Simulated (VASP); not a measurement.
A run of VASP 6.6.1:

Contents of INCAR:

```
PREC = Accurate
ENCUT = 500
EDIFF = 1E-6
ISMEAR = 0
SIGMA = 0.1
LREAL = False
LASPH = True
NELM = 120
ALGO = Normal
ISIF = 2
LWAVE = False
LCHARG = False
GGA = PS
NBANDS = 11
GGA_COMPAT = False
```

KPOINTS

```
regular mesh
0
Gamma
  8 8 8
```

The input POSCAR:

```
Sr
1.0
   -1.8244817333      1.8244817333      1.8244817333
    1.8244817333     -1.8244817333      1.8244817333
    1.8244817333      1.8244817333     -1.8244817333
Sr
1
Direct
    0.0000000000      0.0000000000      0.0000000000
```

Potentials or basis: VASP PAW PBE potentials, release 64 (Sr_sv).

Run with:

```bash
$ cat potpaw_PBE.64/Sr_sv/POTCAR > POTCAR
$ mpirun -np 1 vasp_std > vasp.out
```

Hardware: 1 thread of AMD EPYC 7R13 Processor (Zen 3), with other jobs on the host.

Problem. Estimate the wall time of this run.

Solution. Run time: 5.3 s on 1 thread of AMD EPYC 7R13 Processor (Zen 3), on a shared host, peak memory 0.11 GiB. Counts: scf iterations 10, k points 29.
